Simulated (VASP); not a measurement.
A run of VASP 6.6.1 is set up as follows.

INCAR

```
SYSTEM = RbBr
PREC = Accurate ; ENCUT = 520
EDIFF = 1E-7 ; ISMEAR = 0
SIGMA = 0.05 ; LREAL = .FALSE.
LASPH = .TRUE. ; NELM = 80
ALGO = Normal ; ISIF = 2
LWAVE = .FALSE. ; LCHARG = .TRUE.
GGA = PS ; LELF = .TRUE.
LVHAR = .TRUE. ; NBANDS = 15
```

Contents of KPOINTS:

```
Automatic mesh
0
G
  6 6 6
  0 0 0
```

The input POSCAR:

```
RbBr
1.0
    4.1788423624      0.0000000000      0.0000000000
    0.0000000000      4.1788423624      0.0000000000
    0.0000000000      0.0000000000      4.0701688540
Rb Br
1 1
Direct
   -0.0198457406      0.0000000000      0.0000000000
    0.5212276205      0.5000000000      0.5000000000
```

Potentials or basis: VASP PAW PBE potentials, release 64 (Rb_sv, Br).

Run with:

```bash
$ cat potpaw_PBE.64/Rb_sv/POTCAR potpaw_PBE.64/Br/POTCAR > POTCAR
$ mpirun -np 1 vasp_std > vasp.out
```

Task: Estimate the pressure.

Result: -0.6 GPa.

Task: Predict the band gap on the k mesh.

Result: 3.80 eV, indirect (least direct gap 3.94 eV).

Task: What does it give for the largest force?

Result: 0.106 eV/Å.

Forces on the atoms (eV/Å):
```
Rb   0.106  0.000  0.000
Br  -0.106  0.000  0.000
```

Caveat: the PAW data sets were made with another functional, which shifts forces and pressure a little. A k mesh can miss the band edges.
